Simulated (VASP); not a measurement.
Wanted: the native input for a VASP 6.6.1 run.

* Task: single point
* Functional: PBE
* Potentials or basis: VASP PAW PBE potentials, release 64 (Ag, Sn_d, Se, I)
* Cutoff: 520 eV
* k mesh: 2 × 2 × 2
* Occupations: gaussian, width 0.15 eV
* Spin: no spin polarisation
* Dipole correction: no
* Further INCAR settings: ALGO = Normal; EDIFF = 1e-06; NBANDS = 42

The structure of AgSn2SeI3 lies in POSCAR:

```
AgSn2SeI3
1.0
    6.0840798810      0.0000000000      0.0000000000
    0.0000000000      6.0840798810      0.0000000000
    0.0000000000      0.0000000000      8.5751165570
Ag Sn Se I
1 2 1 3
Direct
    0.0000000000      0.0000000000      0.0000000000
    0.5000000000      0.5000000000      0.2084456048
    0.5000000000      0.5000000000      0.7915543952
    0.5000000000      0.5000000000      0.5000000000
    0.0000000000      0.5000000000      0.0000000000
    0.5000000000      0.0000000000      0.0000000000
    0.0000000000      0.0000000000      0.5000000000
```

These files were run (other wordings do the same):

INCAR

```
SYSTEM = AgSn2SeI3
PREC = Accurate
ENCUT = 520
EDIFF = 1E-6
ISMEAR = 0
SIGMA = 0.15
LREAL = .FALSE.
LASPH = .TRUE.
NELM = 60
ALGO = Normal
ISIF = 2
LWAVE = .FALSE.
LCHARG = .TRUE.
GGA = PE
LELF = .TRUE.
LVHAR = .TRUE.
NBANDS = 42
```

KPOINTS

```
regular mesh
0
G
  2 2 2
  0 0 0
```

Potentials or basis: VASP PAW PBE potentials, release 64 (Ag, Sn_d, Se, I).

Run with:

```bash
$ cat potpaw_PBE.64/Ag/POTCAR potpaw_PBE.64/Sn_d/POTCAR potpaw_PBE.64/Se/POTCAR potpaw_PBE.64/I/POTCAR > POTCAR
$ mpirun -np 1 vasp_std > vasp.out
```

Results of the run:

```
Pressure               : 0.0 GPa
Largest force          : 0.074 eV/Å
Band gap on the k mesh : 0.12 eV, direct
```

Caveat: the k points lie up to 0.52 Å⁻¹ apart; spin-orbit coupling is left out, which moves the levels of the heavy elements.

It took 52 s on 1 thread of Intel(R) Xeon(R) 6975P-C (Granite Rapids) (shared host), peak memory 0.44 GiB.
